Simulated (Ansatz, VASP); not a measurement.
## One calculation of Sc, two programs

```xyz
3
Lattice="5.1464 0.0000 0.0000 -2.5732 4.4569 0.0000 0.0000 0.0000 3.1238" Properties=species:S:1:pos:R:3 pbc="T T T"
Sc    1.7154    0.0000    1.0413
Sc   -0.8577    1.4856    2.0825
Sc    1.7155    2.9713    0.0000
```

Alike in both runs: functional PBEsol; k mesh 6 × 6 × 4; occupations gaussian, width 0.1 eV; no spin polarisation.

Ansatz relaxed the structure, and its values are those at the end. VASP's run is a single point on that final structure, the one shown.

|  | VASP | Ansatz |
| --- | --- | --- |
| version | VASP 6.6.1 | Ansatz 0.2.0 |
| potentials or method | VASP PAW PBE potentials, release 64 (Sc_sv), cutoff 520 eV | scalar-relativistic, plane waves, PAW |
| valence electrons in the cell | 33 | 33 |

```tsv
	VASP	Ansatz	Ansatz less VASP
gap on the k mesh at the Fermi level (eV)	none	none	-
pressure (GPa)	0.1	0.1	-0.02
```

VASP's potentials were made for PBE, not for PBEsol. A gap of «none» marks a metal or a gap that the smearing closes. The functional is the same, so the differences come from potentials, cutoffs and numerics.

The k mesh is coarse, so the values compare programs but aren't converged.
